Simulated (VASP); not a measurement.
## Rb4SrSn: single point with PBE

The system is Rb4SrSn.

```
CELL_PARAMETERS angstrom
0.00000 4.69204 4.69204
4.69204 0.00000 4.69204
4.69204 4.69204 0.00000
ATOMIC_POSITIONS crystal
Rb 0.37534 0.37534 0.87397
Rb 0.87397 0.37534 0.37534
Rb 0.37534 0.87397 0.37534
Rb 0.37534 0.37534 0.37534
Sr 0.00000 0.00000 0.00000
Sn 0.75000 0.75000 0.75000
```

The cell was generated, and may not be a known phase.

| Quantity | Value |
| --- | --- |
| Program | VASP 6.6.1 |
| Task | single point |
| Functional | PBE |
| Potentials or basis | VASP PAW PBE potentials, release 64 (Rb_sv, Sr_sv, Sn_d) |
| Cutoff | 520 eV |
| k mesh | 4 × 4 × 4 |
| Occupations | gaussian, width 0.1 eV |
| Spin | no spin polarisation |

The pressure is 7.2 GPa and the largest force is 0.277 eV/Å. The band gap on the k mesh is zero (bands 30 and 31 overlap by 0.50 eV).

Forces on the atoms (eV/Å):
```
Rb  -0.160 -0.160  0.160
Rb   0.160 -0.160 -0.160
Rb  -0.160  0.160 -0.160
Rb   0.160  0.160  0.160
Sr   0.000  0.000  0.000
Sn   0.000  0.000  0.000
```

Levels at points of the mesh, in eV from the Fermi level:
```
           k point  band 27  band 28  band 29  band 30  band 31  band 32  band 33  band 34
(0.00, 0.00, 0.00)    -1.40    -1.40    -1.40    -1.39    -0.31     0.36     0.36     0.36
(0.50, 0.00, 0.00)    -2.45    -1.02    -1.02    -0.74     0.65     0.70     0.70     1.13
(0.50, 0.50, 0.00)    -2.18    -1.12    -1.12    -0.17    -0.16     0.85     0.85     1.41
```

It took 60 s on 1 thread of Intel(R) Xeon(R) Platinum 8488C (Sapphire Rapids), on a shared host, peak memory 0.36 GiB.

Caveat: the cell stands under pressure; spin-orbit coupling is left out, which moves the levels of the heavy elements.
